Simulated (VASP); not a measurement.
# Ir (Fm-3m) in VASP: a series of runs, part 2 of 2

VASP 6.6.1. The steps go on from the part before.

## 3. Single point, LDA (13.02 Å³/atom)

Input file INCAR:

```
SYSTEM = Ir
ALGO = Normal
EDIFF = 1E-6
ENCUT = 520
ISIF = 2
ISMEAR = -1
LASPH = .True.
LCHARG = .False.
LREAL = .False.
LWAVE = .False.
NBANDS = 10
NELM = 80
PREC = Accurate
SIGMA = 0.08
```

Input file KPOINTS:

```
k-points
0
Gamma
  19 19 19
  0 0 0
```

Input file POSCAR:

```
Ir
1.0
    0.0000000000      1.8670287592      1.8670287592
    1.8670287592      0.0000000000      1.8670287592
    1.8670287592      1.8670287592      0.0000000000
Ir
1
Direct
    0.0000000000      0.0000000000      0.0000000000
```

Potentials or basis: VASP PAW LDA potentials, release 64 (Ir).

Launch:

```
$ cat potpaw_LDA.64/Ir/POTCAR > POTCAR
$ mpirun -np 1 vasp_std > vasp.out
```

OUTCAR:

```text
SYSTEM = Ir
   EDIFF = 1E-6
   ENCUT = 520
   ISIF = 2
   ISMEAR = -1
   LASPH = .True.
   LREAL = .False.
   NELM = 80
   PREC = Accurate

 ion  position               nearest neighbor table
   1  0.000  0.000  0.000-

  LATTYP: Found a face centered cubic cell.
 ALAT       =     3.7340575184

  Lattice vectors:

 A1 = (   0.0000000000,   1.8670287592,   1.8670287592)
 A2 = (   1.8670287592,   0.0000000000,   1.8670287592)
 A3 = (   1.8670287592,   1.8670287592,   0.0000000000)

Analysis of symmetry for initial positions (statically):
=====================================================================
[... 483 lines left out ...]
      7      25.2670      0.00000
      8      28.9832      0.00000
      9      35.1461      0.00000
     10      36.0359      0.00000

 [... further k-points ...]
[... 5 lines left out ...]
  --------------------------------------------------------------------------------------
  -------------------------------------------------------------------------------------
  Total        2.6586179      2.6586179      2.6586179      0.0000000     -0.0000000      0.0000000
  in kB      327.2528935    327.2528935    327.2528935      0.0000000     -0.0000000      0.0000000
  external PRESSURE =     327.2528935 kB  Pullay stress =       0.0000000 kB

 VOLUME and BASIS-vectors are now :
 -----------------------------------------------------------------------------
  energy-cutoff  :      520.00
  volume of cell :       13.02
      direct lattice vectors                 reciprocal lattice vectors
     0.000000000  1.867028759  1.867028759    -0.267805195  0.267805195  0.267805195
     1.867028759  0.000000000  1.867028759     0.267805195 -0.267805195  0.267805195
     1.867028759  1.867028759  0.000000000     0.267805195  0.267805195 -0.267805195

 POSITION                                       TOTAL-FORCE (eV/Angst)
 -----------------------------------------------------------------------------------
      0.00000      0.00000      0.00000         0.000000      0.000000     -0.000000
 -----------------------------------------------------------------------------------
    total drift:                                0.000000      0.000000     -0.000000

  FREE ENERGIE OF THE ION-ELECTRON SYSTEM (eV)
  ---------------------------------------------------
  free  energy   TOTEN  =       -10.2418994480 eV

  energy  without entropy=      -10.2209635382  energy(sigma->0) =      -10.23143149
```

It took 38 s on 1 thread of Intel Xeon 8259CL, shared host; peak memory 0.15 GiB.

Results:

* Free energy: -10.2419 eV
* Pressure: 32.7 GPa
* Band gap on the k mesh: zero (an odd number of electrons rules out a gap without spin polarisation)

Caveat: the cell stands under pressure; spin-orbit coupling is left out, which moves the levels of the heavy elements.

## 4. Single point, LDA

This run uses another cell than the first one, of 13.85 Å³/atom.

Input file INCAR:

```
SYSTEM = Ir
PREC = Accurate ; ENCUT = 520
EDIFF = 1E-6 ; ISMEAR = -1
SIGMA = 0.08 ; LREAL = .False.
LASPH = .True. ; NELM = 80
ALGO = Normal ; ISIF = 2
LWAVE = .False. ; LCHARG = .False.
NBANDS = 10
```

Input file KPOINTS:

```
regular mesh
0
Gamma
  19 19 19
  0 0 0
```

Input file POSCAR:

```
Ir
1.0
    0.0000000000      1.9059363364      1.9059363364
    1.9059363364      0.0000000000      1.9059363364
    1.9059363364      1.9059363364      0.0000000000
Ir
1
Direct
    0.0000000000      0.0000000000      0.0000000000
```

Potentials or basis: VASP PAW LDA potentials, release 64 (Ir).

Launch:

```
$ cat potpaw_LDA.64/Ir/POTCAR > POTCAR
$ mpirun -np 1 vasp_std > vasp.out
```

OUTCAR:

```text
SYSTEM = Ir
   PREC = Accurate
   ENCUT = 520
   EDIFF = 1E-6
   ISMEAR = -1
   LREAL = .False.
   LASPH = .True.
   NELM = 80
   ISIF = 2

 ion  position               nearest neighbor table
   1  0.000  0.000  0.000-

  LATTYP: Found a face centered cubic cell.
 ALAT       =     3.8118726728

  Lattice vectors:

 A1 = (   0.0000000000,   1.9059363364,   1.9059363364)
 A2 = (   1.9059363364,   0.0000000000,   1.9059363364)
 A3 = (   1.9059363364,   1.9059363364,   0.0000000000)

Analysis of symmetry for initial positions (statically):
[... 481 lines left out ...]
      4       7.1245      2.00000
      5       9.5131      2.00000
      6      10.4076      1.93028
      7      23.8324      0.00000
      8      27.4199      0.00000
      9      33.1086      0.00000
     10      34.3653      0.00000

 [... further k-points ...]
[... 5 lines left out ...]
  --------------------------------------------------------------------------------------
  -------------------------------------------------------------------------------------
  Total        0.2289753      0.2289753      0.2289753      0.0000000     -0.0000000      0.0000000
  in kB       26.4937918     26.4937918     26.4937918      0.0000000     -0.0000000      0.0000000
  external PRESSURE =      26.4937918 kB  Pullay stress =       0.0000000 kB

 VOLUME and BASIS-vectors are now :
 -----------------------------------------------------------------------------
  energy-cutoff  :      520.00
  volume of cell :       13.85
      direct lattice vectors                 reciprocal lattice vectors
     0.000000000  1.905936336  1.905936336    -0.262338248  0.262338248  0.262338248
     1.905936336  0.000000000  1.905936336     0.262338248 -0.262338248  0.262338248
     1.905936336  1.905936336  0.000000000     0.262338248  0.262338248 -0.262338248

 POSITION                                       TOTAL-FORCE (eV/Angst)
 -----------------------------------------------------------------------------------
      0.00000      0.00000      0.00000        -0.000000      0.000000      0.000000
 -----------------------------------------------------------------------------------
    total drift:                                0.000000      0.000000      0.000000

  FREE ENERGIE OF THE ION-ELECTRON SYSTEM (eV)
  ---------------------------------------------------
  free  energy   TOTEN  =       -10.3294479548 eV

  energy  without entropy=      -10.3067060343  energy(sigma->0) =      -10.31807699
```

Wall time 40 s (1 thread of Intel Xeon 8259CL, shared host); peak memory 0.15 GiB.

What came out:

```
Free energy            : -10.3294 eV
Pressure               : 2.6 GPa
Band gap on the k mesh : zero (an odd number of electrons rules out a gap without spin polarisation)
```

Caveat: spin-orbit coupling is left out, which moves the levels of the heavy elements.
